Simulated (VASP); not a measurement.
Runs of VASP 6.6.1 on KCl. The structure is that of space group Fm-3m (No. 225), or close to it. The cells are those of the table. 

```tsv
cell	gap on the mesh (eV)	pressure (GPa)
a = 4.642 Å, angles 60.0°, 2 atoms	4.65	-1.9
a = 4.820 Å, angles 60.0°, 2 atoms	4.37	-2.5
a = 4.106 Å, angles 60.0°, 2 atoms	5.91	(a)
a = 4.732, b = 4.732, c = 4.642 Å, angles 60.6, 60.6, 58.7°, 2 atoms	4.55	-2.1
a = 4.554, b = 4.554, c = 4.463 Å, angles 60.7, 60.7, 58.7°, 2 atoms	(b)	(c)
```

Alike in all rows: task single point; level PBEsol; potentials or basis VASP PAW PBE potentials, release 64 (K_sv, Cl); no spin polarisation; k mesh 6 × 6 × 6; cutoff (eV) 520; smearing gaussian 0.05 eV.

Fill in the values left out.

(a) 7.0; (b) 4.87; (c) -1.0.

Caveats: the PAW data sets were made with another functional, which shifts forces and pressure a little.

A k mesh can miss the band edges.
